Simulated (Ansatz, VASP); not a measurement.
# One calculation of Co, two programs

File INCAR:

```
SYSTEM = Co
PREC = Accurate
ENCUT = 600
EDIFF = 1E-6
ISMEAR = 0
SIGMA = 0.15
LREAL = .False.
LASPH = .True.
NELM = 200
ALGO = Normal
ISIF = 2
LWAVE = .False.
LCHARG = .False.
ISPIN = 2
MAGMOM = 2.05
LORBIT = 11
LMAXMIX = 4
GGA = PS
NBANDS = 18
GGA_COMPAT = .False.
```

Contents of KPOINTS:

```
regular mesh
0
Gamma
  24 24 24
  0 0 0
```

Contents of POSCAR:

```
Co
1.0
   -1.3322040000      1.3322040000      1.4023200000
    1.3322040000     -1.3322040000      1.4023200000
    1.3322040000      1.3322040000     -1.4023200000
Co
1
Direct
    0.0000000000      0.0000000000      0.0000000000
```

Input for Ansatz:

```yaml
crystal:
  lattice:
    - [-1.332204, 1.332204, 1.40232]
    - [1.332204, -1.332204, 1.40232]
    - [1.332204, 1.332204, -1.40232]
  atoms:
    - { symbol: Co, position: [0.0, 0.0, 0.0], spin: 2.05 }
basis:
  ecutwfc: 420
kpoints:
  mp_grid: { grid: [24, 24, 24] }
hamiltonian:
  xc: pbesol
scf:
  occupations: { method: gaussian, width: 0.15 }
output:
  forces: true
  stress: true
  eigenvalues: true
  populations: true
magnetization:
  spin_polarized: true
```

Change from the starting cell: strain -0.050 along x and y, +0.000 along z, atoms carried along.

Alike in both runs: task single point; functional PBEsol; k mesh 24 × 24 × 24; occupations gaussian, width 0.15 eV; collinear spin.

```csv
,VASP,Ansatz
version,VASP 6.6.1,Ansatz 0.2.0
potentials or method,"VASP PAW PBE potentials, release 64 (Co_sv), cutoff 600 eV","scalar-relativistic, plane waves, PAW"
valence electrons in the cell,17,17
```

```csv
,VASP,Ansatz,Ansatz less VASP
gap on the k mesh at the Fermi level (eV),none,none,-
pressure (GPa),12.1,16.7,+4.58
"traceless stress, the component that is largest in VASP (GPa)",2.38,2.40,+0.017
net moment per atom (μB),1.66,1.67,+0.004
size of the moment on the site where the two differ most (μB),1.70,1.71,+0.012
```

VASP's potentials were made for PBE, not for PBEsol. Site moments also hang on the region over which each program counts them. A gap of «none» marks a metal or a gap that the smearing closes. One of these differences is far larger than is usual between the two programs; its cause wasn't traced. The functional is the same, so the differences come from potentials, cutoffs and numerics.
